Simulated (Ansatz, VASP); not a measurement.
# Al2Cu: VASP beside Ansatz

The input INCAR:

```
SYSTEM = Al2Cu
PREC = Accurate ; ENCUT = 520
EDIFF = 1E-6 ; ISMEAR = 0
SIGMA = 0.15 ; LREAL = .False.
LASPH = .True. ; NELM = 60
ALGO = Fast ; ISIF = 2
LWAVE = .False. ; LCHARG = .False.
GGA = PS ; NBANDS = 26
```

File KPOINTS:

```
Automatic mesh
0
Gamma
  10 10 10
  0 0 0
```

The input POSCAR:

```
Al2Cu
1.0
   -2.8467000000      2.8467000000      2.3655500000
    2.8467000000     -2.8467000000      2.3655500000
    2.8467000000      2.8467000000     -2.3655500000
Al Cu
4 2
Direct
    0.1593210787      0.6593210787      0.8186421574
    0.6593210787      0.8406789213      0.5000000000
    0.8406789213      0.3406789213      0.1813578426
    0.3406789213      0.1593210787      0.5000000000
    0.7500000000      0.7500000000      0.0000000000
    0.2500000000      0.2500000000      0.0000000000
```

Input for Ansatz:

```yaml
crystal:
  lattice:
    - [-2.8467, 2.8467, 2.36555]
    - [2.8467, -2.8467, 2.36555]
    - [2.8467, 2.8467, -2.36555]
  atoms:
    - { symbol: Al, position: [0.1593210787, 0.6593210787, 0.8186421574] }
    - { symbol: Al, position: [0.6593210787, 0.8406789213, 0.5] }
    - { symbol: Al, position: [0.8406789213, 0.3406789213, 0.1813578426] }
    - { symbol: Al, position: [0.3406789213, 0.1593210787, 0.5] }
    - { symbol: Cu, position: [0.75, 0.75, 0.0] }
    - { symbol: Cu, position: [0.25, 0.25, 0.0] }
basis:
  ecutwfc: 520.0
kpoints:
  mp_grid: { grid: [10, 10, 10] }
hamiltonian:
  xc: pbesol
  pseudopotentials: { kind: paw, azcp: { folder: soft_1 } }
scf:
  occupations: { method: gaussian, width: 0.15 }
output:
  forces: true
  stress: true
  eigenvalues: true
```

Alike in both runs: task single point; functional PBEsol; k mesh 10 × 10 × 10; occupations gaussian, width 0.15 eV; no spin polarisation.

|  | VASP | Ansatz |
| --- | --- | --- |
| version | VASP 6.6.1 | Ansatz 0.2.0 |
| potentials or method | VASP PAW PBE potentials, release 64 (Al, Cu), cutoff 520 eV | scalar-relativistic, plane waves, PAW |
| valence electrons in the cell | 34 | 50 |

```tsv
	VASP	Ansatz	Ansatz less VASP
gap on the k mesh at the Fermi level (eV)	none	none	-
pressure (GPa)	17.6	17.8	+0.21
traceless stress, the component that is largest in VASP (GPa)	-3.98	-4.05	-0.069
rms of the force components (eV/Å)	0.007	0.007	+0.0003
```

VASP's potentials were made for PBE, not for PBEsol, and Ansatz warns of the same on its side. Atom by atom the forces differ by 0.000 eV/Å (rms over components). A gap of «none» marks a metal or a gap that the smearing closes. VASP's potentials hold 34 valence electrons a cell and Ansatz's 50, so a difference there can come from the potentials and not from the codes.
